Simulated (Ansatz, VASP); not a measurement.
# Two plane-wave programs on Hf

```
CELL_PARAMETERS angstrom
5.14161 0.00000 0.00000
-2.57080 4.45276 0.00000
0.00000 0.00000 5.42864
ATOMIC_POSITIONS crystal
Hf 0.33333 0.66667 0.00000
Hf 0.66667 0.33333 0.50000
Hf 0.33333 0.66667 0.50000
Hf 0.66667 0.33333 0.00000
```

Alike in both runs: functional r2SCAN; k mesh 12 × 12 × 8; occupations gaussian, width 0.1 eV; no spin polarisation.

Ansatz relaxed the structure, and its values are those at the end. VASP's run is a single point on that final structure, the one shown.

|  | VASP | Ansatz |
| --- | --- | --- |
| version | VASP 6.6.1 | Ansatz 0.2.0 |
| potentials or method | VASP PAW PBE potentials, release 64 (Hf_pv), cutoff 520 eV | scalar-relativistic, plane waves, PAW |
| valence electrons in the cell | 40 | 104 |

Ansatz gave:

```
gap on the k mesh at the Fermi level (eV) : none
pressure (GPa)                            : 0.0
```

**Question.** Which values does VASP return?

**Answer.** gap on the k mesh at the Fermi level (eV): none; pressure (GPa): -0.3.

VASP's potentials were made for PBE, not for r2SCAN. A gap of «none» marks a metal or a gap that the smearing closes. VASP's potentials hold 40 valence electrons a cell and Ansatz's 104, so a difference there can come from the potentials and not from the codes. Ansatz's warnings: structure snapped to symmetry.

Spin-orbit coupling is off throughout.
